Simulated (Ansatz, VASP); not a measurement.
**Two plane-wave programs on AgCl**

The input INCAR:

```
  ALGO = Normal
  EDIFF = 1E-6
  ENCUT = 520
  GGA = PE
  ISIF = 2
  ISMEAR = -1
  LASPH = T
  LCHARG = F
  LREAL = F
  LWAVE = F
  NBANDS = 16
  NELM = 60
  PREC = Accurate
  SIGMA = 0.02
```

KPOINTS

```
k-points
0
Gamma
  8 8 8
```

The input POSCAR:

```
AgCl
1.0
    3.5470312686      0.0000000000      0.0000000000
    0.0000000000      3.3955880419      0.0000000000
    0.0000000000      0.0000000000      3.3955880419
Ag Cl
1 1
Direct
    0.0000000000      0.0000000000      0.0000000000
    0.5000000000      0.5000000000      0.5000000000
```

Input for Ansatz:

```yaml
crystal:
  lattice:
    - [3.5470312686, 0.0, 0.0]
    - [0.0, 3.3955880419, 0.0]
    - [0.0, 0.0, 3.3955880419]
  atoms:
    - { symbol: Ag, position: [0.0, 0.0, 0.0] }
    - { symbol: Cl, position: [0.5, 0.5, 0.5] }
kpoints:
  mp_grid: { grid: [8, 8, 8] }
  band_path:
    path:
      - [0.0, 0.0, 0.0]
      - [0.0, 0.5, 0.0]
      - [0.5, 0.5, 0.0]
      - [0.5, 0.5, 0.5]
      - [0.5, 0.0, 0.0]
    npoints: 1
hamiltonian:
  xc: pbe
scf:
  occupations: { method: fermi_dirac, width: 0.02 }
  n_extra_bands: 4
output:
  forces: true
  stress: true
  eigenvalues: true
```

Change from the starting cell: uniaxial_x strain +4.5%.

Alike in both runs: task single point; functional PBE; k mesh 8 × 8 × 8; occupations fermi-dirac, width 0.02 eV; no spin polarisation.

```csv
,VASP,Ansatz
version,VASP 6.6.1,Ansatz 0.2.0
potentials or method,"VASP PAW PBE potentials, release 64 (Ag, Cl)","plane waves, PAW"
plane-wave cutoff (eV),520,420
valence electrons in the cell,18,26
```

```tsv
	VASP	Ansatz	Ansatz less VASP
pressure (GPa)	-0.7	-0.6	+0.12
traceless stress, the component that is largest in VASP (GPa)	-1.34	-1.34	+0.002
```

VASP's potentials hold 18 valence electrons a cell and Ansatz's 26, so a difference there can come from the potentials and not from the codes.
